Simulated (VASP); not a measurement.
# Te (P6/mmm) in VASP: a series of runs

Te is run at these levels: PBEsol; tasks: relaxation of cell and atoms.

Program: VASP 6.6.1. These are calculated values, not measurements. Logs are shortened: lines on timing, memory, paths and dates and some standing lists are left out, and cuts for length are marked.

**1. The cell of the first run**

The structure is hexagonal, space group P6/mmm (No. 191). The conventional cell has a = 3.138 Å, b = 3.138 Å, c = 2.949 Å, α = 90.00°, β = 90.00°, γ = 120.00°. Within 3.9 Å of Te (site symmetry 6/mmm) lie 8 Te at 2.95 to 3.14 Å.

This isn't the form of Te at room conditions, which is trigonal, of chains.

**2. Relaxation of cell and atoms, PBEsol, target pressure 8.9 GPa, at which the enthalpy is minimised**

The input, INCAR:

```
ALGO     = Normal         # electronic algorithm
EDIFF    = 1E-6           # SCF threshold, eV
EDIFFG   = -0.005         # ionic threshold
ENCUT    = 600            # plane-wave cutoff, eV
GGA      = PS             # functional
IBRION   = 2              # ionic algorithm
ISIF     = 3              # what is computed and relaxed
ISMEAR   = -1             # smearing method
LASPH    = True           # aspherical terms in the spheres
LCHARG   = False          # write CHGCAR
LREAL    = False          # projectors in reciprocal space
LWAVE    = False          # write WAVECAR
NELM     = 100            # most SCF steps
NSW      = 60             # ionic steps
PREC     = Accurate       # precision mode
PSTRESS  = 89.0         
SIGMA    = 0.1            # smearing width, eV
```

The input, KPOINTS:

```
k-points
0
Gamma
  14 14 13
```

The input, POSCAR:

```
Te
1.0
    3.1376142474      0.0000000000      0.0000000000
   -1.5688071237      2.7172536456      0.0000000000
    0.0000000000      0.0000000000      2.9493573926
Te
1
Direct
    0.0000000000      0.0000000000      0.0000000000
```

Potentials or basis: VASP PAW PBE potentials, release 64 (Te).

On the command line:

```bash
$ cat potpaw_PBE.64/Te/POTCAR > POTCAR
$ mpirun -np 1 vasp_std > vasp.out
```

OUTCAR:

```text
EDIFF = 1E-6
   EDIFFG = -0.005
   ENCUT = 600
   GGA = PS
   IBRION = 2
   ISIF = 3
   ISMEAR = -1
   LASPH = True
   LREAL = False
   NELM = 100
   NSW = 60
   PREC = Accurate
   PSTRESS = 89.0

 ion  position               nearest neighbor table
   1  0.000  0.000  0.000-

  LATTYP: Found a hexagonal cell.
 ALAT       =     3.1376142474
 C/A-ratio  =     0.9400000000

  Lattice vectors:

 A1 = (   3.1376142474,   0.0000000000,   0.0000000000)
 A2 = (  -1.5688071237,   2.7172536456,   0.0000000000)
 A3 = (   0.0000000000,   0.0000000000,   2.9493573926)

Analysis of symmetry for initial positions (statically):
=====================================================================
 Subroutine PRICEL returns:
 Original cell was already a primitive cell.

 Routine SETGRP: Setting up the symmetry group for a
 hexagonal supercell.

 Subroutine GETGRP returns: Found 24 space group operations
 (whereof 24 operations were pure point group operations)
 out of a pool of 24 trial point group operations.

The static configuration has the point symmetry D_6h.

Analysis of symmetry for dynamics (positions and initial velocities):
=====================================================================
 Subroutine PRICEL returns:
 Original cell was already a primitive cell.

 Routine SETGRP: Setting up the symmetry group for a
 hexagonal supercell.

 Subroutine GETGRP returns: Found 24 space group operations
 (whereof 24 operations were pure point group operations)
 out of a pool of 24 trial point group operations.

The dynamic configuration has the point symmetry D_6h.

 Subroutine INISYM returns: Found 24 space group operations
 (whereof 24 operations are pure point group operations),
 and found     1 'primitive' translations

----------------------------------------------------------------------------------------

                                     Primitive cell

  volume of cell :      25.1453

  direct lattice vectors                    reciprocal lattice vectors
     3.137614247  0.000000000  0.000000000     0.318713494  0.184009322  0.000000000
    -1.568807124  2.717253646  0.000000000     0.000000000  0.368018643  0.000000000
     0.000000000  0.000000000  2.949357393     0.000000000  0.000000000  0.339056909

  length of vectors
     3.137614247  3.137614247  2.949357393     0.368018643  0.368018643  0.339056909

  position of ions in fractional coordinates (direct lattice)
     0.000000000  0.000000000  0.000000000

  ion indices of the primitive-cell ions
   primitive index   ion index
                 1           1

----------------------------------------------------------------------------------------

 KPOINTS: k-points

Automatic generation of k-mesh.
 Grid dimensions read from file:
 generate k-points for:   14   14   13

 Generating k-lattice:

  Cartesian coordinates                     Fractional coordinates (reciprocal lattice)
     0.022765250  0.013143523  0.000000000     0.071428571  0.000000000  0.000000000
     0.000000000  0.026287046  0.000000000     0.000000000  0.071428571  0.000000000
     0.000000000  0.000000000  0.026081301     0.000000000  0.000000000  0.076923077

  Length of vectors
     0.026287046  0.026287046  0.026081301

  Shift w.r.t. Gamma in fractional coordinates (k-lattice)
     0.000000000  0.000000000  0.000000000

 Subroutine IBZKPT returns following result:
 ===========================================

 Found    168 irreducible k-points:

 Following reciprocal coordinates:
            Coordinates               Weight
  0.000000  0.000000  0.000000      1.000000
  0.071429  0.000000  0.000000      6.000000
  0.142857  0.000000  0.000000      6.000000
  0.214286  0.000000  0.000000      6.000000
  0.285714 -0.000000  0.000000      6.000000
  0.357143  0.000000  0.000000      6.000000
[... 16 lines left out ...]
  0.285714  0.285714  0.000000      6.000000
  0.357143  0.285714  0.000000      6.000000
 [... further k-points ...]
   k-points           NKPTS =    168   k-points in BZ     NKDIM =    168   number of bands    NBANDS=      7
   number of dos      NEDOS =    301   number of ions     NIONS =      1
   total plane-waves  NPLWV =  18816
   dimension x,y,z NGX =    28 NGY =   28 NGZ =   24
   dimension x,y,z NGXF=    56 NGYF=   56 NGZF=   48
   ions per type =               1
   NGX,Y,Z   is equivalent  to a cutoff of  14.84, 14.84, 13.53 a.u.
   NGXF,Y,Z  is equivalent  to a cutoff of  29.67, 29.67, 27.06 a.u.
 SYSTEM =  unknown system
   PREC   = accura    normal or accurate (medium, high low for compatibility)
   ISTART =      0    job   : 0-new  1-cont  2-samecut
   ICHARG =      2    charge: 1-file 2-atom 10-const
   ISPIN  =      1    spin polarized calculation?
   LNONCOLLINEAR =      F non collinear calculations
   LSORBIT =      F    spin-orbit coupling
   LASPH  =      T    aspherical Exc in radial PAW
   ENCUT  =  600.0 eV  44.10 Ry    6.64 a.u.   6.27  6.27  5.89*2*pi/ulx,y,z
   NELM   =    100;   NELMIN=  2; NELMDL= -5     # of ELM steps
   EDIFF  = 0.1E-05   stopping-criterion for ELM
   LREAL  =      F    real-space projection
   EDIFFG = -.5E-02   stopping-criterion for IOM
   NSW    =     60    number of steps for IOM
   IBRION =      2    ionic relax: 0-MD 1-quasi-New 2-CG
   NFREE  =      1    steps in history (QN), initial steepest desc. (CG)
   ISIF   =      3    stress and relaxation
   ISYM   =      2    0-nonsym 1-usesym 2-fastsym
   POTIM  = 0.5000    time-step for ionic-motion
   TEBEG  =    0.0;   TEEND  =   0.0 temperature during run
   PSTRESS=   89.0 pullay stress
   NELECT =       6.0000    total number of electrons
   NUPDOWN=      -1.0000    fix difference up-down
   EMIN   =  10.00;   EMAX   =-10.00  energy-range for DOS
   EFERMI =   0.00;   METHOD = LEGACY
   ISMEAR =    -1;   SIGMA  =   0.10  broadening in eV -4-tet -1-fermi 0-gaus
   EFERMI_NEDOS =   21; number of points for ismear=-14 and -15
   IALGO  =     38    algorithm
   IMIX   =      4    mixing-type and parameters
     AMIX     =   0.40;   BMIX     =  1.00
     AMIX_MAG =   1.60;   BMIX_MAG =  1.00
  volume/ion in A,a.u.               =      25.15       169.69
  Fermi-wavevector in a.u.,A,eV,Ry     =   1.015406  1.918838 14.028266  1.031048
  Thomas-Fermi vector in A             =   2.148690
   LORBIT       =      0    0 simple, 1 ext, 2 COOP (PROOUT), +10 PAW based schemes
   GGA     = PS    functional components
   LHFCALC =     F    Hartree Fock is set to
   AEXX    =    0.0000 exact exchange contribution
   IVDW    =     0    specifies the selected vdW correction
   LEPSILON=     F    determine dielectric tensor
   LRPA    =     F    only Hartree local field effects (RPA)
 conjugate gradient relaxation of ions
 non-spin polarized calculation
  energy-cutoff  :      600.00
  volume of cell :       25.15
 maximum number of plane-waves:       857
 NGX is ok and might be reduce to    28
   NGX = 13   NGY = 13   NGZ = 11

--------------------------------------- Ionic step        1  -------------------------------------------

 number of electron       6.0000000 magnetization

 Free energy of the ion-electron system (eV)
  ---------------------------------------------------
  ext. energy  EPLUGINS =         0.00000000
  ---------------------------------------------------
  free energy    TOTEN  =        -3.19957993 eV

  energy without entropy =       -3.17854974  energy(sigma->0) =       -3.18906483

------------------------ aborting loop because EDIFF is reached ----------------------------------------

  FORCE on cell =-STRESS in cart. coord.  units (eV):
  Direction    XX          YY          ZZ          XY          YZ          ZX
  --------------------------------------------------------------------------------------
  -------------------------------------------------------------------------------------
  Total        2.1939827      2.1939827      2.2636643      0.0000000     -0.0000000      0.0000000
  in kB      139.7933931    139.7933931    144.2332797      0.0000000     -0.0000000      0.0000000
  external PRESSURE =      52.2733553 kB  Pullay stress =      89.0000000 kB
[... 96 lines left out ...]
  enthalpy is  TOTEN    =        -1.8220644715 eV   P V=        1.4663425327

--------------------------------------- Ionic step        4  -------------------------------------------

 number of electron       6.0000000 magnetization

 Free energy of the ion-electron system (eV)
  ---------------------------------------------------
  ext. energy  EPLUGINS =         0.00000000
  ---------------------------------------------------
  free energy    TOTEN  =        -3.28700035 eV

  energy without entropy =       -3.26569570  energy(sigma->0) =       -3.27634803

 E-fermi :   9.0790     XC(G=0): -10.4450

 val. band max:        9.0772705437   @ k =   0.1429   0.1429   0.0769
 cond. band min:       9.0813417524   @ k =   0.3571   0.2857   0.2308
 fundamental gap:      0.0040712087
 Fermi energy:         9.0789874016

 k-point     1 :       0.0000    0.0000    0.0000
  band No.  band energies     occupation
      1      -5.9371      2.00000
      2      10.7349      0.00000
      3      11.7646      0.00000
      4      11.7646      0.00000
      5      15.1760      0.00000
      6      17.8177      0.00000
      7      18.5323      0.00000
[... 221 lines left out ...]
 k-point    24 :       0.3571    0.2857    0.0000
  band No.  band energies     occupation
      1      -2.3025      2.00000
      2       3.1956      2.00000
      3       4.2158      2.00000
      4      13.6637      0.00000
      5      19.5658      0.00000
      6      20.9650      0.00000
      7      21.1701      0.00000

 [... further k-points ...]

------------------------ aborting loop because EDIFF is reached ----------------------------------------

  FORCE on cell =-STRESS in cart. coord.  units (eV):
  Direction    XX          YY          ZZ          XY          YZ          ZX
  --------------------------------------------------------------------------------------
  -------------------------------------------------------------------------------------
  Total        1.4667842      1.4667842      1.4696554      0.0000000     -0.0000000     -0.0000000
  in kB       89.1126652     89.1126652     89.2871041      0.0000000     -0.0000000     -0.0000000
  external PRESSURE =       0.1708115 kB  Pullay stress =      89.0000000 kB
[... 16 lines left out ...]
  FREE ENERGIE OF THE ION-ELECTRON SYSTEM (eV)
  ---------------------------------------------------
  free  energy   TOTEN  =        -3.2870003523 eV

  energy  without entropy=       -3.2656957033  energy(sigma->0) =       -3.27634803

  enthalpy is  TOTEN    =        -1.8220706306 eV   P V=        1.4649297217

 reached required accuracy - stopping structural energy minimisation
```

Wall time 28 s (1 thread of Intel Xeon 6975P-C (Granite Rapids), shared host); peak memory 0.19 GiB.

What came out:

* Free energy: -3.2870 eV
* Relaxed volume: 26.37 Å³/atom
* Relaxed cell: a = 3.186 Å, b = 3.186 Å, c = 2.999 Å, α = 90.00°, β = 90.00°, γ = 120.00°
* Space group after relaxing (to 0.1 Å): P6/mmm (No. 191)
* Energy change on relaxing (the run minimises the enthalpy): -87.4 meV/atom
* Ionic steps: 4
* Pressure after relaxing: 8.9 GPa
* Band gap on the k mesh: zero (bands 3 and 4 overlap by 7.72 eV)

The path:
| step | energy change (eV) | largest force (eV/Å) | pressure (GPa) | volume (Å³) |
| --- | --- | --- | --- | --- |
| 1 | 0.0000 | 0.0000 | 14.13 | 25.15 |
| 2 | -0.1549 | 0.0000 | 2.97 | 28.25 |
| 3 | -0.0888 | 0.0000 | 8.82 | 26.40 |
| 4 | -0.0874 | 0.0000 | 8.92 | 26.37 |

Final structure:
```yaml
crystal:
  lattice:
    - [3.18639, 0.00000, 0.00000]
    - [-1.59320, 2.75950, 0.00000]
    - [0.00000, 0.00000, 2.99922]
  atoms:
    - { symbol: Te, position: [0.00000, 0.00000, 0.00000] }
```

Levels at points of the mesh, in eV from the Fermi level:
| k point | band 1 | band 2 | band 3 | band 4 | band 5 | band 6 |
| --- | --- | --- | --- | --- | --- | --- |
| (0.00, 0.00, 0.00) | -15.02 | 1.66 | 2.69 | 2.69 | 6.10 | 8.74 |
| (0.50, 0.00, 0.00) | -11.91 | -7.13 | -0.19 | 4.16 | 4.61 | 10.27 |

Caveat: the cell is relaxed towards a set pressure, so the run minimises the enthalpy, not the energy; the PAW data sets were made with another functional, which shifts forces and pressure a little; spin-orbit coupling is left out, which moves the levels of the heavy elements.

**3. Relaxation of cell and atoms, PBEsol, target pressure 8.9 GPa, at which the enthalpy is minimised**

This run uses another cell than the first one, of 26.35 Å³/atom.

The input, INCAR:

```
ALGO = Normal ; EDIFF = 1E-6
EDIFFG = -0.005 ; ENCUT = 600
GGA = PS ; IBRION = 2
ISIF = 3 ; ISMEAR = -1
LASPH = True ; LCHARG = False
LREAL = False ; LWAVE = False
NELM = 100 ; NSW = 32
PREC = Accurate ; PSTRESS = 89.0
SIGMA = 0.1
```

KPOINTS is that of step 2.

The input, POSCAR:

```
Te
1.0
    3.1856732068      0.0000000000      0.0000000000
   -1.5928366034      2.7588739253      0.0000000000
    0.0000000000      0.0000000000      2.9982163254
Te
1
Direct
    0.0000000000      0.0000000000      0.0000000000
```

Potentials or basis: VASP PAW PBE potentials, release 64 (Te).

On the command line:

```bash
$ cat potpaw_PBE.64/Te/POTCAR > POTCAR
$ mpirun -np 1 vasp_std > vasp.out
```

OUTCAR:

```text
EDIFF = 1E-6
   EDIFFG = -0.005
   ENCUT = 600
   GGA = PS
   IBRION = 2
   ISIF = 3
   ISMEAR = -1
   LASPH = True
   LREAL = False
   NELM = 100
   NSW = 32
   PREC = Accurate
   PSTRESS = 89.0

 ion  position               nearest neighbor table
   1  0.000  0.000  0.000-

  LATTYP: Found a hexagonal cell.
 ALAT       =     3.1856732068
 C/A-ratio  =     0.9411562740

  Lattice vectors:

 A1 = (   3.1856732068,   0.0000000000,   0.0000000000)
 A2 = (  -1.5928366034,   2.7588739253,   0.0000000000)
 A3 = (   0.0000000000,   0.0000000000,   2.9982163254)

Analysis of symmetry for initial positions (statically):
=====================================================================
[... 252 lines left out ...]

  energy without entropy =       -3.26608372  energy(sigma->0) =       -3.27673294

 E-fermi :   9.0756     XC(G=0): -10.4439

 val. band max:        9.0745258962   @ k =   0.1429   0.1429   0.0769
 cond. band min:       9.0773015665   @ k =   0.3571   0.2857   0.2308
 fundamental gap:      0.0027756703
 Fermi energy:         9.0756242081

 k-point     1 :       0.0000    0.0000    0.0000
  band No.  band energies     occupation
      1      -5.9385      2.00000
      2      10.7295      0.00000
      3      11.7612      0.00000
      4      11.7612      0.00000
      5      15.1717      0.00000
      6      17.8132      0.00000
      7      18.5292      0.00000
[... 221 lines left out ...]
 k-point    24 :       0.3571    0.2857    0.0000
  band No.  band energies     occupation
      1      -2.3047      2.00000
      2       3.1938      2.00000
      3       4.2139      2.00000
      4      13.6575      0.00000
      5      19.5610      0.00000
      6      20.9606      0.00000
      7      21.1652      0.00000

 [... further k-points ...]

------------------------ aborting loop because EDIFF is reached ----------------------------------------

  FORCE on cell =-STRESS in cart. coord.  units (eV):
  Direction    XX          YY          ZZ          XY          YZ          ZX
  --------------------------------------------------------------------------------------
  -------------------------------------------------------------------------------------
  Total        1.4640890      1.4640890      1.4648926      0.0000000      0.0000000     -0.0000000
  in kB       88.9288833     88.9288833     88.9776911      0.0000000      0.0000000     -0.0000000
  external PRESSURE =      -0.0548474 kB  Pullay stress =      89.0000000 kB
[... 20 lines left out ...]
  energy  without entropy=       -3.2660837171  energy(sigma->0) =       -3.27673294

  enthalpy is  TOTEN    =        -1.8221222826 eV   P V=        1.4652598732

 reached required accuracy - stopping structural energy minimisation
```

OSZICAR:

```text
N       E                     dE             d eps       ncg     rms          rms(c)
DAV:   1     0.124991811284E+02    0.12499E+02   -0.26783E+03  2352   0.761E+02
DAV:   2    -0.300986763527E+01   -0.15509E+02   -0.14825E+02  3325   0.812E+01
DAV:   3    -0.328629298151E+01   -0.27643E+00   -0.27331E+00  2772   0.124E+01
DAV:   4    -0.328761025868E+01   -0.13173E-02   -0.13172E-02  3745   0.106E+00
[... 12 lines left out ...]
       N       E                     dE             d eps       ncg     rms          rms(c)
DAV:   1    -0.328740296453E+01    0.19767E-02   -0.63889E-04  2527   0.138E-01    0.255E-02
DAV:   2    -0.328738860865E+01    0.14356E-04   -0.19320E-05  2667   0.335E-02    0.162E-02
DAV:   3    -0.328738216173E+01    0.64469E-05   -0.15740E-05  2618   0.212E-02    0.179E-02
DAV:   4    -0.328738215587E+01    0.58603E-08   -0.24554E-07  1512   0.434E-03
   3 F= -.18221223E+01 E0= -.18114731E+01  d E =-.717521E-05
```

Wall time 18 s (1 thread of Intel Xeon 6975P-C (Granite Rapids), shared host); peak memory 0.18 GiB.

Results:

```yaml
Free_energy: -3.2874 eV
Relaxed_volume: 26.38 Å³/atom
Relaxed_cell: a = 3.187 Å, b = 3.187 Å, c = 3.000 Å, α = 90.00°, β = 90.00°, γ = 120.00°
Space_group_after_relaxing_to_0.1_Å: P6/mmm (No. 191)
Energy_change_on_relaxing_the_run_minimises_the_enthalpy: -1.5 meV/atom
Ionic_steps: 3
Pressure_after_relaxing: 8.9 GPa
Band_gap_on_the_k_mesh: zero (bands 3 and 4 overlap by 7.72 eV)
```

Step by step:
```
step  energy change (eV)  largest force (eV/Å)  pressure (GPa)  volume (Å³)
   1              0.0000                0.0000            9.00        26.35
   2             -0.0035                0.0000            8.76        26.41
   3             -0.0015                0.0000            8.89        26.38
```

Final structure:
```xyz
1
Lattice="3.1865 0.0000 0.0000 -1.5933 2.7596 0.0000 0.0000 0.0000 2.9996" Properties=species:S:1:pos:R:3 pbc="T T T"
Te    0.0000    0.0000    0.0000
```

Caveat: the cell is relaxed towards a set pressure, so the run minimises the enthalpy, not the energy; the PAW data sets were made with another functional, which shifts forces and pressure a little; spin-orbit coupling is left out, which moves the levels of the heavy elements.
